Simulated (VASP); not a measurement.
Wanted: the native input for a VASP 6.6.1 run.

| Property | Result |
| --- | --- |
| Task | single point |
| Functional | PBEsol |
| Potentials or basis | VASP PAW PBE potentials, release 64 (Cd, S) |
| Cutoff | 520 eV |
| k mesh | 12 × 12 × 6 |
| Occupations | gaussian, width 0.01 eV |
| Spin | no spin polarisation |
| Dipole correction | no |
| Further INCAR settings | ALGO = Normal; EDIFF = 1e-06; NBANDS = 16 |

The structure of CdS lies in POSCAR:

```
CdS
1.0
    4.2611700000      0.0000000000      0.0000000000
   -2.1305850000      3.6902810000      0.0000000000
    0.0000000000      0.0000000000      5.8041730000
Cd S
1 1
Direct
    0.0000000000      0.0000000000      0.4426920000
    0.6666666667      0.3333333333      0.4343080000
```

One way to write it, as run:

INCAR

```
SYSTEM = CdS
ALGO     = Normal         ! electronic algorithm
EDIFF    = 1E-6           ! SCF threshold, eV
ENCUT    = 520            ! plane-wave cutoff, eV
GGA      = PS             ! functional
ISIF     = 2              ! what is computed and relaxed
ISMEAR   = 0              ! smearing method
LASPH    = .TRUE.         ! aspherical terms in the spheres
LCHARG   = .FALSE.        ! write CHGCAR
LREAL    = .FALSE.        ! projectors in reciprocal space
LWAVE    = .FALSE.        ! write WAVECAR
NBANDS   = 16             ! bands
NELM     = 80             ! most SCF steps
PREC     = Accurate       ! precision mode
SIGMA    = 0.01           ! smearing width, eV
```

KPOINTS

```
k-points
0
G
  12 12 6
  0 0 0
```

Potentials or basis: VASP PAW PBE potentials, release 64 (Cd, S).

The run is started by

```sh
$ cat potpaw_PBE.64/Cd/POTCAR potpaw_PBE.64/S/POTCAR > POTCAR
$ mpirun -np 1 vasp_std > vasp.out
```

Results of the run:

* Pressure: -1.3 GPa
* Largest force: 0.015 eV/Å
* Band gap on the k mesh: 1.42 eV, indirect (the least direct gap lies 4.2 meV higher)

Caveat: the PAW data sets were made with another functional, which shifts forces and pressure a little.

Run time: 3 min on 1 thread of AMD EPYC 7R43 64-Core Processor (Zen 3) (shared host), peak memory 0.26 GiB.
